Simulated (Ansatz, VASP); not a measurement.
Pb: VASP beside Ansatz

File INCAR:

```
ALGO = Normal
EDIFF = 1E-6
ENCUT = 520
GGA = RP
ISIF = 2
ISMEAR = 0
LASPH = True
LCHARG = False
LREAL = False
LWAVE = False
NBANDS = 13
NELM = 80
PREC = Accurate
SIGMA = 0.02
```

Contents of KPOINTS:

```
k-points
0
Gamma
  9 9 9
```

The input POSCAR:

```
Pb
1.0
    0.0000000000      2.4750200000      2.4750200000
    2.4750200000      0.0000000000      2.4750200000
    2.4750200000      2.4750200000      0.0000000000
Pb
1
Direct
    0.0000000000      0.0000000000      0.0000000000
```

The input input.yaml:

```yaml
crystal:
  lattice:
    - [0.0, 2.47502, 2.47502]
    - [2.47502, 0.0, 2.47502]
    - [2.47502, 2.47502, 0.0]
  atoms:
    - { symbol: Pb, position: [0.0, 0.0, 0.0] }
kpoints:
  mp_grid: { grid: [9, 9, 9] }
scf:
  occupations: { method: gaussian, width: 0.02 }
hamiltonian:
  xc: rpbe
  pseudopotentials: { kind: all_electron, lapw: { basis_error: 0.001 } }
output:
  forces: true
  stress: true
  eigenvalues: true
```

Alike in both runs: task single point; functional RPBE; k mesh 9 × 9 × 9; occupations gaussian, width 0.02 eV; no spin polarisation.

|  | VASP | Ansatz |
| --- | --- | --- |
| version | VASP 6.6.1 | Ansatz 0.2.0 |
| potentials or method | VASP PAW PBE potentials, release 64 (Pb_d), cutoff 520 eV | all-electron LAPW, scalar-relativistic |

VASP gave:

| Item | Value |
| --- | --- |
| gap on the k mesh at the Fermi level (eV) | none |
| pressure (GPa) | 3.8 |

Problem. Estimate Ansatz's values.

Solution. gap on the k mesh at the Fermi level (eV): none; pressure (GPa): 3.9.

VASP's potentials were made for PBE, not for RPBE. A gap of «none» marks a metal or a gap that the smearing closes. Ansatz ran all-electron here, and VASP with PAW potentials.

Spin-orbit coupling is off throughout.
